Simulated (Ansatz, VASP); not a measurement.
**Two plane-wave programs on CdTe**

```
Cd Te
1.0
     0.00000    3.27996    3.14876
     3.27996    0.00000    3.14876
     3.27996    3.27996    0.00000
Cd Te
1 1
Direct
  0.00000 0.00000 0.00000
  0.25000 0.25000 0.25000
```

Change from the starting cell: uniaxial_z strain -4.0%.

Alike in both runs: task single point; functional HSE06; k mesh 4 × 4 × 4; no spin polarisation.

|  | VASP | Ansatz |
| --- | --- | --- |
| version | VASP 6.6.1 | Ansatz 0.2.0 |
| potentials or method | VASP PAW PBE potentials, release 64 (Cd, Te) | plane waves, PAW |
| plane-wave cutoff (eV) | 520 | 420 |
| occupations | gaussian, width 0.01 eV | fixed |
| valence electrons in the cell | 18 | 36 |

Ansatz gave:

- gap on the k mesh at the Fermi level (eV): 1.58
- pressure (GPa): 2.0
- traceless stress, the component that is largest in VASP (GPa): 0.42

Question: Which values does VASP return?

Answer: gap on the k mesh at the Fermi level (eV): 1.49; pressure (GPa): 2.0; traceless stress, the component that is largest in VASP (GPa): 0.42.

VASP's potentials hold 18 valence electrons a cell and Ansatz's 36, so a difference there can come from the potentials and not from the codes. Ansatz's warnings: stress exchange threshold loose, stress scf threshold loose.

The k mesh is coarse, so the values compare programs but aren't converged. Spin-orbit coupling is off throughout.
